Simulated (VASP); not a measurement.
A run of VASP 6.6.1 is set up as follows.

File INCAR:

```
ALGO     = Normal         # electronic algorithm
EDIFF    = 1E-6           # SCF threshold, eV
ENCUT    = 520            # plane-wave cutoff, eV
GGA      = RE             # functional
ISIF     = 2              # what is computed and relaxed
ISMEAR   = -1             # smearing method
LASPH    = True           # aspherical terms in the spheres
LCHARG   = True           # write CHGCAR
LELF     = True           # ELF
LREAL    = False          # projectors in reciprocal space
LVHAR    = True         
LWAVE    = False          # write WAVECAR
NBANDS   = 19             # bands
NELM     = 60             # most SCF steps
PREC     = Accurate       # precision mode
SIGMA    = 0.1            # smearing width, eV
```

Contents of KPOINTS:

```
k-points
0
Gamma
  22 22 10
```

POSCAR

```
Zn
1.0
    2.5695584614      0.0000000000      0.0000000000
   -1.2847792307      2.2253029041      0.0000000000
    0.0000000000      0.0000000000      4.8210195327
Zn
2
Direct
    0.3333333333      0.6666666667      0.2500000000
    0.6666666667      0.3333333333      0.7500000000
```

Potentials or basis: VASP PAW PBE potentials, release 64 (Zn).

Command:

```console
$ cat potpaw_PBE.64/Zn/POTCAR > POTCAR
$ mpirun -np 1 vasp_std > vasp.out
```

Q: Predict the band gap on the k mesh.

A: Zero (band 12 reaches 5.74 eV, above the bottom of band 13 at 0.90 eV).

Q: Predict the pressure.

A: 12.6 GPa.

Stress tensor (GPa, compression positive):
```
14.34  0.00  0.00
 0.00 14.34  0.00
 0.00  0.00  9.11
```

Caveat: the PAW data sets were made with another functional, which shifts forces and pressure a little.
